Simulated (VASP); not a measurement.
## HgSe (so): single point with PBE

HgSe (so):

```xyz
2
Lattice="0.0000 3.0871 3.0871 3.0871 0.0000 3.0871 3.0871 3.0871 0.0000" Properties=species:S:1:pos:R:3 pbc="T T T"
Hg    0.0000    0.0000    0.0000
Se    1.5435    1.5435    1.5435
```

This cell differs from its parent crystal: volume scaled by 0.97.

```yaml
Program: VASP 6.6.1
Task: single point
Functional: PBE
Potentials_or_basis: VASP PAW PBE potentials, release 64 (Hg, Se)
Cutoff: 500 eV
k_mesh: 12 × 12 × 12
Occupations: gaussian, width 0.1 eV
Spin: non-collinear spin, zero start, spin-orbit coupling
Starting_moments: "[[0.0, 0.0, 0.0], [0.0, 0.0, 0.0]] μB"
```

| Property | Result |
| --- | --- |
| Pressure | 1.8 GPa |
| Net moment | 0.00 μB per cell |
| Valence electrons inside the program's atomic spheres | Hg 10.49; Se 3.78 |

Moments on the atoms (μB; x, y, z):
```
Hg  0.00 0.00 0.00
Se  0.00 0.00 0.00
```

Run time: 3.3 min on 1 thread of Intel(R) Xeon(R) 6975P-C (Granite Rapids), with other jobs on the host, peak memory 0.49 GiB.
